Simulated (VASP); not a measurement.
# Co (P6_3/mmc) in VASP: a series of runs

Runs on Co. Level: LDA. Tasks: single point, relaxation of cell and atoms.

Everything below comes from runs of VASP 6.6.1. Logs are shortened: lines on timing, memory, paths and dates and some standing lists are left out, and cuts for length are marked.

## 1. The cell of the first run

It takes space group P6_3/mmc (No. 194, hexagonal). Conventional cell: a = 2.400 Å, b = 2.400 Å, c = 3.866 Å, α = 90.00°, β = 90.00°, γ = 120.00°. Co (site symmetry -6m2) has 12 Co at 2.38 to 2.40 Å within 3.1 Å.

## 2. Single point, LDA

INCAR

```
PREC = Accurate
ENCUT = 520
EDIFF = 1E-7
ISMEAR = -1
SIGMA = 0.1
LREAL = False
LASPH = True
NELM = 60
ALGO = Normal
ISIF = 2
LWAVE = False
LCHARG = False
GGA = CA
NBANDS = 16
```

KPOINTS

```
Automatic mesh
0
Gamma
  14 14 8
```

POSCAR

```
Co
1.0
    2.3995686431      0.0000000000      0.0000000000
   -1.1997843215      2.0780874031      0.0000000000
    0.0000000000      0.0000000000      3.8656883452
Co
2
Direct
    0.3333333333      0.6666666667      0.2500000000
    0.6666666667      0.3333333333      0.7500000000
```

Potentials or basis: VASP PAW LDA potentials, release 64 (Co).

Started as:

```
$ cat potpaw_LDA.64/Co/POTCAR > POTCAR
$ mpirun -np 1 vasp_std > vasp.out
```

OUTCAR:

```text
PREC = Accurate
   ENCUT = 520
   EDIFF = 1E-7
   ISMEAR = -1
   LREAL = False
   LASPH = True
   NELM = 60
   ISIF = 2
   GGA = CA

 ion  position               nearest neighbor table
   1  0.333  0.667  0.250-   2 2.38   2 2.38   2 2.38   2 2.38   2 2.38   2 2.38
   2  0.667  0.333  0.750-   1 2.38   1 2.38   1 2.38   1 2.38   1 2.38   1 2.38

  LATTYP: Found a hexagonal cell.
 ALAT       =     2.3995686431
 C/A-ratio  =     1.6109930242

  Lattice vectors:

 A1 = (   2.3995686431,   0.0000000000,   0.0000000000)
 A2 = (  -1.1997843215,   2.0780874031,   0.0000000000)
 A3 = (   0.0000000000,   0.0000000000,   3.8656883452)

Analysis of symmetry for initial positions (statically):
=====================================================================
 Subroutine PRICEL returns:
 Original cell was already a primitive cell.

 Routine SETGRP: Setting up the symmetry group for a
 hexagonal supercell.

 Subroutine GETGRP returns: Found 24 space group operations
 (whereof 12 operations were pure point group operations)
 out of a pool of 24 trial point group operations.

The static configuration has the point symmetry D_3d.
 The point group associated with its full space group is D_6h.

Analysis of symmetry for dynamics (positions and initial velocities):
=====================================================================
 Subroutine PRICEL returns:
 Original cell was already a primitive cell.

 Routine SETGRP: Setting up the symmetry group for a
 hexagonal supercell.

 Subroutine GETGRP returns: Found 24 space group operations
 (whereof 12 operations were pure point group operations)
 out of a pool of 24 trial point group operations.

The dynamic configuration has the point symmetry D_3d.
 The point group associated with its full space group is D_6h.

 Subroutine INISYM returns: Found 24 space group operations
 (whereof 12 operations are pure point group operations),
 and found     1 'primitive' translations

----------------------------------------------------------------------------------------

                                     Primitive cell

  volume of cell :      19.2763

  direct lattice vectors                    reciprocal lattice vectors
     2.399568643  0.000000000  0.000000000     0.416741568  0.240605857  0.000000000
    -1.199784321  2.078087403  0.000000000     0.000000000  0.481211713  0.000000000
     0.000000000  0.000000000  3.865688345     0.000000000  0.000000000  0.258686141

[... 82 lines left out ...]
   NELM   =     60;   NELMIN=  2; NELMDL= -5     # of ELM steps
   EDIFF  = 0.1E-06   stopping-criterion for ELM
   LREAL  =      F    real-space projection
   EDIFFG = 0.1E-05   stopping-criterion for IOM
   NSW    =      0    number of steps for IOM
   IBRION =     -1    ionic relax: 0-MD 1-quasi-New 2-CG
   NFREE  =      0    steps in history (QN), initial steepest desc. (CG)
   ISIF   =      2    stress and relaxation
   ISYM   =      2    0-nonsym 1-usesym 2-fastsym
   POTIM  = 0.5000    time-step for ionic-motion
   TEBEG  =    0.0;   TEEND  =   0.0 temperature during run
   PSTRESS=    0.0 pullay stress
   NELECT =      18.0000    total number of electrons
   NUPDOWN=      -1.0000    fix difference up-down
   EMIN   =  10.00;   EMAX   =-10.00  energy-range for DOS
   EFERMI =   0.00;   METHOD = LEGACY
   ISMEAR =    -1;   SIGMA  =   0.10  broadening in eV -4-tet -1-fermi 0-gaus
   EFERMI_NEDOS =   21; number of points for ismear=-14 and -15
   IALGO  =     38    algorithm
   IMIX   =      4    mixing-type and parameters
     AMIX     =   0.40;   BMIX     =  1.00
     AMIX_MAG =   1.60;   BMIX_MAG =  1.00
  volume/ion in A,a.u.               =       9.64        65.04
  Fermi-wavevector in a.u.,A,eV,Ry     =   1.600139  3.023824 34.836969  2.560445
  Thomas-Fermi vector in A             =   2.697322
   LORBIT       =      0    0 simple, 1 ext, 2 COOP (PROOUT), +10 PAW based schemes
   GGA     = CA    functional components
   LHFCALC =     F    Hartree Fock is set to
   AEXX    =    0.0000 exact exchange contribution
   IVDW    =     0    specifies the selected vdW correction
   LEPSILON=     F    determine dielectric tensor
   LRPA    =     F    only Hartree local field effects (RPA)
 non-spin polarized calculation
  energy-cutoff  :      520.00
  volume of cell :       19.28
 maximum number of plane-waves:       543
 NGX is ok and might be reduce to    18
   NGX =  9   NGY =  9   NGZ = 15

 number of electron      18.0000022 magnetization

 Free energy of the ion-electron system (eV)
  ---------------------------------------------------
  ext. energy  EPLUGINS =         0.00000000
  ---------------------------------------------------
  free energy    TOTEN  =       -16.15948391 eV

  energy without entropy =      -15.99550024  energy(sigma->0) =      -16.07749208

 E-fermi :  11.7710     XC(G=0): -14.4625

 val. band max:       11.7621810814   @ k =   0.3571   0.2857   0.2500
 cond. band min:      11.7794641921   @ k =   0.3571   0.0714   0.2500
 fundamental gap:      0.0172831107
 Fermi energy:        11.7709695927

 k-point     1 :       0.0000    0.0000    0.0000
  band No.  band energies     occupation
      1       2.1787      2.00000
      2       6.4196      2.00000
      3       9.6342      2.00000
      4       9.6585      2.00000
      5       9.6585      2.00000
      6      10.0703      2.00000
[... 433 lines left out ...]
      3       7.8470      2.00000
      4       8.2123      2.00000
      5       9.2263      2.00000
      6       9.3641      2.00000
[... 8 lines left out ...]
     15      25.4800      0.00000
     16      26.8269      0.00000

 [... further k-points ...]

------------------------ aborting loop because EDIFF is reached ----------------------------------------

  FORCE on cell =-STRESS in cart. coord.  units (eV):
  Direction    XX          YY          ZZ          XY          YZ          ZX
  --------------------------------------------------------------------------------------
  -------------------------------------------------------------------------------------
  Total       -0.1020411     -0.1020411     -0.1158239     -0.0000000     -0.0000000      0.0000000
  in kB       -8.4812902     -8.4812902     -9.6268669     -0.0000000     -0.0000000      0.0000000
  external PRESSURE =      -8.8631491 kB  Pullay stress =       0.0000000 kB

 VOLUME and BASIS-vectors are now :
 -----------------------------------------------------------------------------
  energy-cutoff  :      520.00
  volume of cell :       19.28
      direct lattice vectors                 reciprocal lattice vectors
     2.399568643  0.000000000  0.000000000     0.416741568  0.240605857  0.000000000
    -1.199784321  2.078087403  0.000000000     0.000000000  0.481211713  0.000000000
     0.000000000  0.000000000  3.865688345     0.000000000  0.000000000  0.258686141

 POSITION                                       TOTAL-FORCE (eV/Angst)
 -----------------------------------------------------------------------------------
     -0.00000      1.38539      0.96642        -0.000000      0.000000      0.000000
      1.19978      0.69270      2.89927         0.000000      0.000000      0.000000
 -----------------------------------------------------------------------------------
    total drift:                                0.000000     -0.000000     -0.000000

  FREE ENERGIE OF THE ION-ELECTRON SYSTEM (eV)
  ---------------------------------------------------
  free  energy   TOTEN  =       -16.1594839115 eV

  energy  without entropy=      -15.9955002388  energy(sigma->0) =      -16.07749208
```

Wall time 20 s (1 thread of AMD EPYC 7R13 (Zen 3), shared host); peak memory 0.11 GiB.

What came out:

- Free energy: -16.1595 eV
- Pressure: -0.9 GPa
- Band gap on the k mesh: zero (band 9 reaches 12.20 eV, above the bottom of band 10 at 10.43 eV)

Caveat: the run has no spin polarisation, though such a crystal can be magnetic. Spin polarisation is off, so any magnetic state and its effect on volume and gap are missing.

## 3. Relaxation of cell and atoms, LDA

This run uses another cell than the first one, of 11.07 Å³/atom, 1.149 times its volume.

INCAR

```
PREC = Accurate ; ENCUT = 600
EDIFF = 1E-6 ; ISMEAR = -1
SIGMA = 0.1 ; LREAL = F
LASPH = T ; NELM = 80
ALGO = Normal ; ISIF = 3
LWAVE = F ; LCHARG = F
GGA = CA ; IBRION = 2
NSW = 80 ; EDIFFG = -0.01
```

KPOINTS is that of step 2.

POSCAR

```
Co
1.0
    2.5070990085      0.0000000000      0.0000000000
   -1.2535495042      2.1712114311      0.0000000000
    0.0000000000      0.0000000000      4.0686000000
Co
2
Direct
    0.3333333333      0.6666666667      0.2500000000
    0.6666666667      0.3333333333      0.7500000000
```

Potentials or basis: VASP PAW LDA potentials, release 64 (Co).

Started as:

```
$ cat potpaw_LDA.64/Co/POTCAR > POTCAR
$ mpirun -np 1 vasp_std > vasp.out
```

It took 1.9 min on 1 thread of AMD EPYC 7R13 (Zen 3), shared host; peak memory 0.14 GiB.

Results (log left out):

```
Free energy                            : -16.1609 eV
Relaxed volume                         : 9.61 Å³/atom
Relaxed cell                           : a = 2.397 Å, b = 2.397 Å, c = 3.861 Å, α = 90.00°, β = 90.00°, γ = 120.00°
Space group after relaxing (to 0.05 Å) : P6_3/mmc (No. 194)
Energy gained by relaxing              : 163.9 meV/atom
Ionic steps                            : 9
Pressure after relaxing                : 0.0 GPa
Band gap on the k mesh                 : zero (band 9 reaches 12.25 eV, above the bottom of band 10 at 10.47 eV)
```

The path:
| step | energy change (eV) | largest force (eV/Å) | pressure (GPa) | volume (Å³) |
| --- | --- | --- | --- | --- |
| 1 | 0.0000 | 0.0000 | -31.12 | 22.15 |
| 2 | 0.4403 | 0.0000 | 89.76 | 15.94 |
| 3 | -0.3268 | 0.0000 | -1.97 | 19.34 |
| 4 | -0.3276 | 0.0000 | -0.46 | 19.25 |
| 5 | -0.3276 | 0.0000 | 0.40 | 19.19 |
| 6 | -0.3277 | 0.0000 | -0.55 | 19.25 |
| 7 | -0.3278 | 0.0000 | -0.34 | 19.24 |
| 8 | -0.3278 | 0.0000 | 0.15 | 19.21 |
| 9 | -0.3278 | 0.0000 | 0.00 | 19.22 |

Final structure:
```
Co
1.0
     2.39737    0.00000    0.00000
    -1.19868    2.07618    0.00000
     0.00000    0.00000    3.86097
Co
2
Cartesian
  0.0000 1.3841 0.9652
  1.1987 0.6921 2.8957
```

Levels at points of the mesh, in eV from the Fermi level:
```tsv
k point	band 6	band 7	band 8	band 9	band 10	band 11	band 12	band 13
(0.00, 0.00, 0.00)	-1.71	-1.71	-1.29	-1.29	-0.06	0.12	0.12	7.98
(0.50, 0.00, 0.00)	-2.08	-1.65	0.28	0.43	0.48	2.17	4.36	10.91
(0.00, 0.00, 0.50)	-2.21	-2.21	-2.21	-0.26	-0.26	-0.26	-0.26	16.76
(0.50, 0.00, 0.50)	-1.13	-0.40	-0.40	0.40	0.40	2.06	2.06	8.80
```

Caveat: the volume moved by -13 % from the deposited cell, more than functionals usually miss; the run has no spin polarisation, though such a crystal can be magnetic. LDA usually gives volumes a few per cent too small.

[end of part 1 of 2]
